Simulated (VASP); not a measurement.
Crystal: Be.

```
Be
1.0
     2.26567    0.00000    0.00000
    -1.13284    1.96213    0.00000
     0.00000    0.00000    3.55870
Be
2
Direct
  0.33333 0.66667 0.25000
  0.66667 0.33333 0.75000
```

Base run:

- Program: VASP 6.6.1
- Functional: PBE
- Potentials or basis: VASP PAW PBE potentials, release 64 (Be)
- Cutoff: 520 eV
- k mesh: 16 × 16 × 9
- Occupations: fermi-dirac, width 1 eV
- Spin: no spin polarisation

Its results: band gap on the k mesh zero (band 2 reaches 7.94 eV, above the bottom of band 3 at 6.35 eV); pressure 6.2 GPa.

Q: The run is repeated on the same cell with these changes: occupations from fermi-dirac, width 1 eV to fermi-dirac, width 0.1 eV. What comes out?

A: Band gap on the k mesh zero (band 2 reaches 7.95 eV, above the bottom of band 3 at 6.35 eV); pressure 0.1 GPa.
